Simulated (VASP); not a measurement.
Wanted: the native input for a VASP 6.6.1 run.

```
Task                   : single point
Functional             : PBEsol
Potentials or basis    : VASP PAW PBE potentials, release 64 (Sr_sv)
Cutoff                 : 520 eV
k mesh                 : 12 × 12 × 8
Occupations            : gaussian, width 0.15 eV
Spin                   : no spin polarisation
Dipole correction      : no
Further INCAR settings : ALGO = Fast; EDIFF = 1e-06; NBANDS = 17
```

The structure of Sr lies in POSCAR:

```
Sr
1.0
    4.4952849685      0.0000000000      0.0000000000
   -2.2476424843      3.6263999508      0.0000000000
    0.0000000000      0.0000000000      6.3970297469
Sr
2
Direct
    0.3333333333      0.6666666667      0.2500000000
    0.6666666667      0.3333333333      0.7500000000
```

This cell differs from its parent crystal: strain +e along x and -e along y +0.0367, strain +e along z and -e/2 along x and y -0.0700.

These files were run (other wordings do the same):

INCAR

```
SYSTEM = Sr
PREC     = Accurate       ! precision mode
ENCUT    = 520            ! plane-wave cutoff, eV
EDIFF    = 1E-6           ! SCF threshold, eV
ISMEAR   = 0              ! smearing method
SIGMA    = 0.15           ! smearing width, eV
LREAL    = .False.        ! projectors in reciprocal space
LASPH    = .True.         ! aspherical terms in the spheres
NELM     = 60             ! most SCF steps
ALGO     = Fast           ! electronic algorithm
ISIF     = 2              ! what is computed and relaxed
LWAVE    = .False.        ! write WAVECAR
LCHARG   = .False.        ! write CHGCAR
GGA      = PS             ! functional
NBANDS   = 17             ! bands
```

KPOINTS

```
Automatic mesh
0
Gamma
  12 12 8
  0 0 0
```

Potentials or basis: VASP PAW PBE potentials, release 64 (Sr_sv).

Launch:

```sh
$ cat potpaw_PBE.64/Sr_sv/POTCAR > POTCAR
$ mpirun -np 1 vasp_std > vasp.out
```

Results of the run:

```json
{
  "Pressure": "0.2 GPa",
  "Largest force": "0.103 eV/Å",
  "Band gap on the k mesh": "zero (bands 10 and 11 overlap by 0.26 eV)"
}
```

Caveat: the cell differs from its parent crystal (strain +e along x and -e along y +0.0367, strain +e along z and -e/2 along x and y -0.0700); the PAW data sets were made with another functional, which shifts forces and pressure a little.

Wall time 5.3 min on 1 thread of AMD EPYC 7R43 64-Core Processor (Zen 3) (shared host), peak memory 0.42 GiB.
